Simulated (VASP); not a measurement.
The system is Se.

```
CELL_PARAMETERS angstrom
4.57130 0.00000 0.00000
0.00000 4.57130 0.00000
0.00000 0.00000 6.16769
ATOMIC_POSITIONS crystal
Se 0.07803 0.07803 0.50000
Se 0.42197 0.57803 0.75000
Se 0.57803 0.42197 0.25000
Se 0.92197 0.92197 0.00000
```

```yaml
Program: VASP 6.6.1
Task: relaxation of cell and atoms
Functional: PBE
Potentials_or_basis: VASP PAW PBE potentials, release 64 (Se)
Cutoff: 600 eV
k_mesh: 4 × 4 × 4
Occupations: gaussian, width 0.1 eV
Spin: no spin polarisation
```

At the start: pressure -9.7 GPa; volume 32.22 Å³/atom.

Q: How do energy, volume and symmetry change on relaxing?

A: Over 11 steps the energy falls by 533.8 meV/atom and the volume is 24.52 Å³/atom (-23.9 %); space group P4_12_12 (No. 92, to 0.05 Å).

Step by step:
| step | energy change (eV) | largest force (eV/Å) | pressure (GPa) | volume (Å³) |
| --- | --- | --- | --- | --- |
| 1 | 0.0000 | 0.9604 | -9.71 | 128.88 |
| 2 | -1.6370 | 0.6993 | -1.83 | 95.78 |
| 3 | -1.6655 | 0.6175 | 0.53 | 92.17 |
| 4 | -1.7983 | 0.4301 | 0.91 | 91.67 |
| 5 | -1.9742 | 0.1481 | 4.35 | 89.72 |
| 6 | -2.0696 | 0.0651 | 2.05 | 93.17 |
| 7 | -2.1218 | 0.0449 | -0.49 | 97.94 |
| 8 | -2.1224 | 0.0586 | -0.78 | 98.55 |
| 9 | -2.1289 | 0.0344 | -0.62 | 98.42 |
| 10 | -2.1348 | 0.0075 | -0.30 | 98.15 |
| 11 | -2.1350 | 0.0154 | -0.23 | 98.09 |

Final structure:
```cif
data_structure
_symmetry_space_group_name_H-M 'P 1'
_symmetry_Int_Tables_number 1
_cell_length_a 3.8348
_cell_length_b 3.8348
_cell_length_c 6.6703
_cell_angle_alpha 90.000
_cell_angle_beta 90.000
_cell_angle_gamma 90.000
_cell_volume 98.09
loop_
_atom_site_label
_atom_site_type_symbol
_atom_site_fract_x
_atom_site_fract_y
_atom_site_fract_z
_atom_site_occupancy
Se1 Se 0.12041 0.12041 0.50000 1
Se2 Se 0.37959 0.62041 0.75000 1
Se3 Se 0.62041 0.37959 0.25000 1
Se4 Se 0.87959 0.87959 0.00000 1
```

Caveat: the volume moved by over 15 % at a fixed basis, so the end points are rough.
